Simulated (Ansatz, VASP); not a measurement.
# Cr in VASP and in Ansatz

```xyz
2
Lattice="2.9689 0.0000 0.0000 0.0000 2.9689 0.0000 0.0000 0.0000 2.9689" Properties=species:S:1:pos:R:3 pbc="T T T"
Cr    0.0000    0.0000    0.0000
Cr    1.4844    1.4844    1.4844
```

Alike in both runs: task single point; functional PBE; k mesh 11 × 11 × 11; occupations fermi-dirac, width 0.05 eV; collinear spin; Hubbard terms Cr d U = 5.0 eV.

|  | VASP | Ansatz |
| --- | --- | --- |
| version | VASP 6.6.1 | Ansatz 0.2.0 |
| potentials or method | VASP PAW PBE potentials, release 64 (Cr_pv), cutoff 520 eV | all-electron LAPW, scalar-relativistic |

|  | VASP | Ansatz | Ansatz less VASP |
| --- | --- | --- | --- |
| net moment per atom (μB) | 0.00 | 0.00 | 0.000 |
| size of the moment on the site where the two differ most (μB) | 3.72 | 3.81 | +0.089 |

Site moments also hang on the region over which each program counts them. The programs project onto different local orbitals, so the same U acts differently, and such runs can settle in different states. Ansatz ran all-electron here, and VASP with PAW potentials. Ansatz's warnings: filled band counts differ across k points.
